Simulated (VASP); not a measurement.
# B (R-3m) in VASP: single point with LDA

Aim: the single point of B with LDA.

Program: VASP 6.6.1. These are calculated values, not measurements. Logs are shortened: lines on timing, memory, paths and dates and some standing lists are left out, and cuts for length are marked.

**1. The cell of the first run**

The structure is trigonal, space group R-3m (No. 166). The conventional cell has a = 4.898 Å, b = 4.898 Å, c = 12.524 Å, α = 90.00°, β = 90.00°, γ = 120.00°. Within 2.2 Å of B (site symmetry m) lie 6 B at 1.68 to 1.79 Å. B (site symmetry m) has 7 B at 1.77 to 2.02 Å within 2.4 Å.

**2. Single point, LDA**

The input, INCAR:

```
ALGO = Normal
EDIFF = 1E-6
ENCUT = 520
ISIF = 2
ISMEAR = 0
LASPH = True
LCHARG = False
LREAL = False
LWAVE = False
NBANDS = 30
NELM = 80
PREC = Accurate
SIGMA = 0.02
```

The input, KPOINTS:

```
k-points
0
Gamma
  9 9 9
```

The input, POSCAR:

```
B
1.0
    2.4491963914      1.4140441975      4.1747204394
   -2.4491963914      1.4140441975      4.1747204394
    0.0000000000     -2.8280883901      4.1747204411
B
12
Direct
    0.0099586271      0.6550581712      0.0099586271
    0.0099586271      0.0099586271      0.6550581712
    0.6550581712      0.0099586271      0.0099586271
    0.3449418288      0.9900413729      0.9900413729
    0.9900413729      0.3449418288      0.9900413729
    0.9900413729      0.9900413729      0.3449418288
    0.2201856353      0.6318357236      0.2201856353
    0.2201856353      0.2201856353      0.6318357236
    0.6318357236      0.2201856353      0.2201856353
    0.3681642764      0.7798143647      0.7798143647
    0.7798143647      0.3681642764      0.7798143647
    0.7798143647      0.7798143647      0.3681642764
```

Potentials or basis: VASP PAW LDA potentials, release 64 (B).

Started as:

```sh
> cat potpaw_LDA.64/B/POTCAR > POTCAR
> mpirun -np 1 vasp_std > vasp.out
```

OUTCAR:

```text
EDIFF = 1E-6
   ENCUT = 520
   ISIF = 2
   ISMEAR = 0
   LASPH = True
   LREAL = False
   NELM = 80
   PREC = Accurate

 ion  position               nearest neighbor table
   1  0.010  0.655  0.010-   5 1.68   2 1.74   3 1.74   7 1.78  10 1.79  12 1.79
   2  0.010  0.010  0.655-   6 1.68   3 1.74   1 1.74   8 1.78  10 1.79  11 1.79
   3  0.655  0.010  0.010-   4 1.68   2 1.74   1 1.74   9 1.78  11 1.79  12 1.79
   4  0.345  0.990  0.990-   3 1.68   6 1.74   5 1.74  10 1.78   7 1.79   8 1.79
   5  0.990  0.345  0.990-   1 1.68   6 1.74   4 1.74  11 1.78   9 1.79   8 1.79
   6  0.990  0.990  0.345-   2 1.68   4 1.74   5 1.74  12 1.78   9 1.79   7 1.79
   7  0.220  0.632  0.220-  12 1.77  10 1.77   1 1.78   4 1.79   6 1.79   8 2.02   9 2.02
   8  0.220  0.220  0.632-  10 1.77  11 1.77   2 1.78   4 1.79   5 1.79   7 2.02   9 2.02
   9  0.632  0.220  0.220-  12 1.77  11 1.77   3 1.78   5 1.79   6 1.79   8 2.02   7 2.02
  10  0.368  0.780  0.780-   8 1.77   7 1.77   4 1.78   1 1.79   2 1.79  12 2.02  11 2.02
  11  0.780  0.368  0.780-   8 1.77   9 1.77   5 1.78   3 1.79   2 1.79  12 2.02  10 2.02
  12  0.780  0.780  0.368-   7 1.77   9 1.77   6 1.78   3 1.79   1 1.79  10 2.02  11 2.02

  LATTYP: Found a trigonal (rhomboedric) cell.
 ALAT       =     5.0424572089
 COS(alpha) =     0.5281621518

  Lattice vectors:

 A1 = (   2.4491963914,   1.4140441975,   4.1747204394)
 A2 = (  -2.4491963914,   1.4140441975,   4.1747204394)
 A3 = (   0.0000000000,  -2.8280883901,   4.1747204411)

Analysis of symmetry for initial positions (statically):
=====================================================================
 Subroutine PRICEL returns:
 Original cell was already a primitive cell.

 Routine SETGRP: Setting up the symmetry group for a
 trigonal (rhombohedral) supercell.

 Subroutine GETGRP returns: Found 12 space group operations
 (whereof 12 operations were pure point group operations)
 out of a pool of 12 trial point group operations.

The static configuration has the point symmetry D_3d.
[... 5 lines left out ...]

 Routine SETGRP: Setting up the symmetry group for a
 trigonal (rhombohedral) supercell.

 Subroutine GETGRP returns: Found 12 space group operations
 (whereof 12 operations were pure point group operations)
 out of a pool of 12 trial point group operations.

The dynamic configuration has the point symmetry D_3d.
[... 7 lines left out ...]
                                     Primitive cell

  volume of cell :      86.7492

  direct lattice vectors                    reciprocal lattice vectors
     2.449196391  1.414044197  4.174720439     0.204148594  0.117865246  0.079845666
    -2.449196391  1.414044197  4.174720439    -0.204148594  0.117865246  0.079845666
     0.000000000 -2.828088390  4.174720441     0.000000000 -0.235730491  0.079845666

  length of vectors
     5.042457209  5.042457209  5.042457209     0.248885908  0.248885908  0.248885908

  position of ions in fractional coordinates (direct lattice)
     0.009958627  0.655058171  0.009958627
     0.009958627  0.009958627  0.655058171
     0.655058171  0.009958627  0.009958627
     0.344941829  0.990041373  0.990041373
     0.990041373  0.344941829  0.990041373
     0.990041373  0.990041373  0.344941829
     0.220185635  0.631835724  0.220185635
     0.220185635  0.220185635  0.631835724
     0.631835724  0.220185635  0.220185635
     0.368164276  0.779814365  0.779814365
     0.779814365  0.368164276  0.779814365
     0.779814365  0.779814365  0.368164276

  ion indices of the primitive-cell ions
   primitive index   ion index
                 1           1
                 2           2
                 3           3
                 4           4
                 5           5
                 6           6
                 7           7
                 8           8
                 9           9
                10          10
                11          11
                12          12

----------------------------------------------------------------------------------------

 KPOINTS: k-points

Automatic generation of k-mesh.
 Grid dimensions read from file:
 generate k-points for:    9    9    9

 Generating k-lattice:

  Cartesian coordinates                     Fractional coordinates (reciprocal lattice)
     0.022683177  0.013096138  0.008871741     0.111111111  0.000000000  0.000000000
    -0.022683177  0.013096138  0.008871741     0.000000000  0.111111111  0.000000000
     0.000000000 -0.026192277  0.008871741     0.000000000  0.000000000  0.111111111

  Length of vectors
     0.027653990  0.027653990  0.027653990

  Shift w.r.t. Gamma in fractional coordinates (k-lattice)
     0.000000000  0.000000000  0.000000000

 Subroutine IBZKPT returns following result:
 ===========================================

 Found     85 irreducible k-points:

 Following reciprocal coordinates:
            Coordinates               Weight
  0.000000  0.000000  0.000000      1.000000
  0.111111  0.000000  0.000000      6.000000
  0.222222  0.000000  0.000000      6.000000
  0.333333  0.000000  0.000000      6.000000
  0.444444  0.000000  0.000000      6.000000
  0.111111  0.111111  0.000000      6.000000
[... 16 lines left out ...]
 -0.333333  0.333333  0.000000      6.000000
  0.444444  0.444444  0.000000      6.000000
 [... further k-points ...]
   k-points           NKPTS =     85   k-points in BZ     NKDIM =     85   number of bands    NBANDS=     30
   number of dos      NEDOS =    301   number of ions     NIONS =     12
   total plane-waves  NPLWV =  64000
   dimension x,y,z NGX =    40 NGY =   40 NGZ =   40
   dimension x,y,z NGXF=    80 NGYF=   80 NGZF=   80
   ions per type =              12
   NGX,Y,Z   is equivalent  to a cutoff of  13.19, 13.19, 13.19 a.u.
   NGXF,Y,Z  is equivalent  to a cutoff of  26.38, 26.38, 26.38 a.u.
 SYSTEM =  unknown system
   PREC   = accura    normal or accurate (medium, high low for compatibility)
   ISTART =      0    job   : 0-new  1-cont  2-samecut
   ICHARG =      2    charge: 1-file 2-atom 10-const
   ISPIN  =      1    spin polarized calculation?
   LNONCOLLINEAR =      F non collinear calculations
   LSORBIT =      F    spin-orbit coupling
   LASPH  =      T    aspherical Exc in radial PAW
   ENCUT  =  520.0 eV  38.22 Ry    6.18 a.u.   9.38  9.38  9.38*2*pi/ulx,y,z
   NELM   =     80;   NELMIN=  2; NELMDL= -5     # of ELM steps
   EDIFF  = 0.1E-05   stopping-criterion for ELM
   LREAL  =      F    real-space projection
   EDIFFG = 0.1E-04   stopping-criterion for IOM
   NSW    =      0    number of steps for IOM
   IBRION =     -1    ionic relax: 0-MD 1-quasi-New 2-CG
   NFREE  =      0    steps in history (QN), initial steepest desc. (CG)
   ISIF   =      2    stress and relaxation
   ISYM   =      2    0-nonsym 1-usesym 2-fastsym
   POTIM  = 0.5000    time-step for ionic-motion
   TEBEG  =    0.0;   TEEND  =   0.0 temperature during run
   PSTRESS=    0.0 pullay stress
   NELECT =      36.0000    total number of electrons
   NUPDOWN=      -1.0000    fix difference up-down
   EMIN   =  10.00;   EMAX   =-10.00  energy-range for DOS
   EFERMI =   0.00;   METHOD = LEGACY
   ISMEAR =     0;   SIGMA  =   0.02  broadening in eV -4-tet -1-fermi 0-gaus
   EFERMI_NEDOS =   21; number of points for ismear=-14 and -15
   IALGO  =     38    algorithm
   IMIX   =      4    mixing-type and parameters
     AMIX     =   0.40;   BMIX     =  1.00
     AMIX_MAG =   1.60;   BMIX_MAG =  1.00
  volume/ion in A,a.u.               =       7.23        48.78
  Fermi-wavevector in a.u.,A,eV,Ry     =   1.221108  2.307559 20.287697  1.491104
  Thomas-Fermi vector in A             =   2.356301
   LORBIT       =      0    0 simple, 1 ext, 2 COOP (PROOUT), +10 PAW based schemes
   GGA     = CA    functional components
   LHFCALC =     F    Hartree Fock is set to
   AEXX    =    0.0000 exact exchange contribution
   IVDW    =     0    specifies the selected vdW correction
   LEPSILON=     F    determine dielectric tensor
   LRPA    =     F    only Hartree local field effects (RPA)
 non-spin polarized calculation
 Gauss-broadening in eV      SIGMA  =   0.02
  energy-cutoff  :      520.00
  volume of cell :       86.75
 maximum number of plane-waves:      2365
 NGX is ok and might be reduce to    40
   NGX = 19   NGY = 19   NGZ = 19

 number of electron      36.0000000 magnetization

 Free energy of the ion-electron system (eV)
  ---------------------------------------------------
  ext. energy  EPLUGINS =         0.00000000
  ---------------------------------------------------
  free energy    TOTEN  =       -89.54947565 eV

  energy without entropy =      -89.54947565  energy(sigma->0) =      -89.54947565

 E-fermi :   6.0037     XC(G=0): -11.6939

 val. band max:        5.8854085199   @ k =   0.4444   0.4444   0.4444
 cond. band min:       7.4566159085   @ k =   0.0000   0.0000   0.0000
 fundamental gap:      1.5712073886
 Fermi energy:         6.0036732630

 k-point     1 :       0.0000    0.0000    0.0000
  band No.  band energies     occupation
      1     -10.0697      2.00000
      2      -4.3573      2.00000
      3      -4.1161      2.00000
      4      -4.1161      2.00000
      5      -3.0494      2.00000
      6      -2.3994      2.00000
[... 22 lines left out ...]
     29      15.5563      0.00000
     30      16.1836      0.00000

 k-point     2 :       0.1111    0.0000    0.0000
  band No.  band energies     occupation
      1     -10.0018      2.00000
      2      -4.7659      2.00000
      3      -4.3905      2.00000
      4      -4.2369      2.00000
      5      -2.7844      2.00000
      6      -2.3322      2.00000
[... 22 lines left out ...]
     29      15.1382      0.00000
     30      15.8911      0.00000

 k-point     3 :       0.2222    0.0000    0.0000
  band No.  band energies     occupation
      1      -9.8066      2.00000
      2      -5.7073      2.00000
      3      -4.4813      2.00000
      4      -4.4624      2.00000
      5      -3.0371      2.00000
      6      -2.0942      2.00000
[... 22 lines left out ...]
     29      14.6365      0.00000
     30      15.2911      0.00000

 k-point     4 :       0.3333    0.0000    0.0000
  band No.  band energies     occupation
      1      -9.5215      2.00000
      2      -6.5399      2.00000
      3      -4.6492      2.00000
      4      -4.5596      2.00000
      5      -3.2919      2.00000
      6      -2.1719      2.00000
[... 22 lines left out ...]
     29      14.3587      0.00000
     30      15.0637      0.00000

 k-point     5 :       0.4444    0.0000    0.0000
  band No.  band energies     occupation
      1      -9.2632      2.00000
      2      -7.0818      2.00000
      3      -4.7488      2.00000
      4      -4.6008      2.00000
      5      -3.4275      2.00000
      6      -2.2948      2.00000
[... 22 lines left out ...]
     29      13.9829      0.00000
     30      15.1565      0.00000
[... 526 lines left out ...]
     29      15.1996      0.00000
     30      15.3702      0.00000

 k-point    22 :      -0.4444    0.3333    0.0000
  band No.  band energies     occupation
      1      -9.0078      2.00000
      2      -6.7315      2.00000
      3      -6.1542      2.00000
      4      -5.1214      2.00000
      5      -2.8750      2.00000
      6      -2.3088      2.00000
[... 22 lines left out ...]
     29      15.1555      0.00000
     30      15.3164      0.00000

 k-point    23 :      -0.3333    0.3333    0.0000
  band No.  band energies     occupation
      1      -9.0018      2.00000
      2      -6.6069      2.00000
      3      -6.4824      2.00000
      4      -4.9661      2.00000
      5      -2.6369      2.00000
      6      -1.2637      2.00000
[... 22 lines left out ...]
     29      15.0368      0.00000
     30      15.2277      0.00000

 k-point    24 :       0.4444    0.4444    0.0000
  band No.  band energies     occupation
      1      -9.0575      2.00000
      2      -6.8776      2.00000
      3      -5.2720      2.00000
      4      -5.2058      2.00000
      5      -3.9542      2.00000
      6      -3.0068      2.00000
[... 22 lines left out ...]
     29      15.0477      0.00000
     30      15.3967      0.00000

 [... further k-points ...]

------------------------ aborting loop because EDIFF is reached ----------------------------------------

  FORCE on cell =-STRESS in cart. coord.  units (eV):
  Direction    XX          YY          ZZ          XY          YZ          ZX
  --------------------------------------------------------------------------------------
  -------------------------------------------------------------------------------------
  Total       -3.6915970     -3.6915970     -3.8403803      0.0000000     -0.0000000      0.0000000
  in kB      -68.1804127    -68.1804127    -70.9283037      0.0000000     -0.0000000      0.0000000
  external PRESSURE =     -69.0963764 kB  Pullay stress =       0.0000000 kB

 VOLUME and BASIS-vectors are now :
 -----------------------------------------------------------------------------
  energy-cutoff  :      520.00
  volume of cell :       86.75
      direct lattice vectors                 reciprocal lattice vectors
     2.449196391  1.414044197  4.174720439     0.204148594  0.117865246  0.079845666
    -2.449196391  1.414044197  4.174720439    -0.204148594  0.117865246  0.079845666
     0.000000000 -2.828088390  4.174720441     0.000000000 -0.235730491  0.079845666

 POSITION                                       TOTAL-FORCE (eV/Angst)
 -----------------------------------------------------------------------------------
     -1.57998      0.91220      2.81783         0.011831     -0.006831     -0.009399
      0.00000     -1.82440      2.81783        -0.000000      0.013661     -0.009399
      1.57998      0.91220      2.81783        -0.011831     -0.006831     -0.009399
     -1.57998     -0.91220      9.70633         0.011831      0.006831      0.009399
      1.57998     -0.91220      9.70633        -0.011831      0.006831      0.009399
      0.00000      1.82440      9.70633        -0.000000     -0.013661      0.009399
     -1.00821      0.58209      4.47616         0.011811     -0.006819      0.004455
      0.00000     -1.16418      4.47616        -0.000000      0.013638      0.004455
      1.00821      0.58209      4.47616        -0.011811     -0.006819      0.004455
     -1.00821     -0.58209      8.04800         0.011811      0.006819     -0.004455
      1.00821     -0.58209      8.04800        -0.011811      0.006819     -0.004455
      0.00000      1.16418      8.04800        -0.000000     -0.013638     -0.004455
 -----------------------------------------------------------------------------------
    total drift:                                0.000000      0.000000     -0.000000

  FREE ENERGIE OF THE ION-ELECTRON SYSTEM (eV)
  ---------------------------------------------------
  free  energy   TOTEN  =       -89.5494756517 eV

  energy  without entropy=      -89.5494756517  energy(sigma->0) =      -89.54947565
```

It took 4.7 min on 1 thread of Intel Xeon 6975P-C, shared host; peak memory 0.28 GiB.

Results:

| Quantity | Value |
| --- | --- |
| Free energy | -89.5495 eV |
| Pressure | -6.9 GPa |
| Largest force | 0.017 eV/Å |
| Band gap on the k mesh | 1.57 eV, indirect (least direct gap 1.90 eV) |

Forces on the atoms (eV/Å):
```
B    0.012 -0.007 -0.009
B    0.000  0.014 -0.009
B   -0.012 -0.007 -0.009
B    0.012  0.007  0.009
B   -0.012  0.007  0.009
B    0.000 -0.014  0.009
B    0.012 -0.007  0.004
B    0.000  0.014  0.004
B   -0.012 -0.007  0.004
B    0.012  0.007 -0.004
B   -0.012  0.007 -0.004
B    0.000 -0.014 -0.004
```

A k mesh can miss the band edges. LDA gaps usually lie below the measured ones, often by a third to a half.
